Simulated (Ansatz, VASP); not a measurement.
**Two plane-wave programs on MnS**

The input INCAR:

```
SYSTEM = MnS
ALGO = Normal
EDIFF = 1E-7
EDIFFG = -0.01
ENCUT = 600
GGA = PS
IBRION = 2
ISIF = 3
ISMEAR = -1
ISPIN = 2
LASPH = .True.
LCHARG = .False.
LMAXMIX = 4
LORBIT = 11
LREAL = .False.
LWAVE = .False.
MAGMOM = 4 0
NELM = 150
NSW = 60
PREC = Accurate
SIGMA = 0.05
```

The input KPOINTS:

```
k-points
0
Gamma
  9 9 9
  0 0 0
```

File POSCAR:

```
MnS
1.0
    0.0000000000      2.4734634191      2.4734634191
    2.4734634191      0.0000000000      2.4734634191
    2.4734634191      2.4734634191      0.0000000000
Mn S
1 1
Direct
    0.0000000000      0.0000000000      0.0000000000
    0.7500000000      0.7500000000      0.7500000000
```

The input input.yaml:

```yaml
crystal:
  lattice:
    - [0.0, 2.4734634191, 2.4734634191]
    - [2.4734634191, 0.0, 2.4734634191]
    - [2.4734634191, 2.4734634191, 0.0]
  atoms:
    - { symbol: Mn, position: [0.0, 0.0, 0.0], spin: 4.0 }
    - { symbol: S, position: [0.75, 0.75, 0.75] }
hamiltonian:
  xc: pbesol
  pseudopotentials: { kind: paw }
magnetization:
  spin_polarized: true
kpoints:
  mp_grid: { grid: [9, 9, 9] }
scf:
  occupations: { method: fermi_dirac, width: 0.05 }
output:
  forces: true
  stress: true
relax:
  f_tol: 0.01
  max_steps: 40
  cell: { stress_tol: 0.05 }
```

Alike in both runs: task relaxation of cell and atoms; functional PBEsol; k mesh 9 × 9 × 9; occupations fermi-dirac, width 0.05 eV; collinear spin.

```csv
,VASP,Ansatz
version,VASP 6.6.1,Ansatz 0.2.0
potentials or method,"VASP PAW PBE potentials, release 64 (Mn_pv, S)",Ansatz PAW
plane-wave cutoff (eV),600,420
valence electrons in the cell,19,21
```

Ansatz gave:

```
net moment per atom (μB)                                      : 0.11
size of the moment on the site where the two differ most (μB) : 0.18
relaxed volume (Å³/atom)                                      : 14.82
relaxed cell length with the largest relative difference (Å)  : 3.473
```

Task: Which values does VASP return?

Result: net moment per atom (μB): 0.10; size of the moment on the site where the two differ most (μB): 0.20; relaxed volume (Å³/atom): 14.84; relaxed cell length with the largest relative difference (Å): 3.475.

VASP's potentials were made for PBE, not for PBEsol. Site moments also hang on the region over which each program counts them. VASP's potentials hold 19 valence electrons a cell and Ansatz's 21, so a difference there can come from the potentials and not from the codes.

Noted on Ansatz's run: the plane-wave basis is chosen anew once the cell has moved, so the energies of steps on either side of that aren't comparable.
